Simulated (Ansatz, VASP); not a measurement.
## ZnS: VASP beside Ansatz

```xyz
2
Lattice="0.0155 2.6941 2.6941 2.6941 0.0155 2.6941 2.7096 2.7096 0.0000" Properties=species:S:1:pos:R:3 pbc="T T T"
Zn    0.0000    0.0000    0.0056
S     1.3548    1.3548    1.3415
```

Change from the starting cell: shear_xy strain +1.1%.

Alike in both runs: task single point; functional PBE; k mesh 8 × 8 × 8; occupations fermi-dirac, width 0.02 eV; no spin polarisation.

```csv
,VASP,Ansatz
version,VASP 6.6.1,Ansatz 0.2.0
potentials or method,"VASP PAW PBE potentials, release 64 (Zn, S)","plane waves, PAW"
plane-wave cutoff (eV),520,420
valence electrons in the cell,18,18
```

Ansatz gave:

```
gap on the k mesh at the Fermi level (eV)                     : 2.11
pressure (GPa)                                                : 2.3
traceless stress, the component that is largest in VASP (GPa) : -0.55
```

Q: Estimate VASP's values.

A: gap on the k mesh at the Fermi level (eV): 2.12; pressure (GPa): 2.5; traceless stress, the component that is largest in VASP (GPa): -0.55.
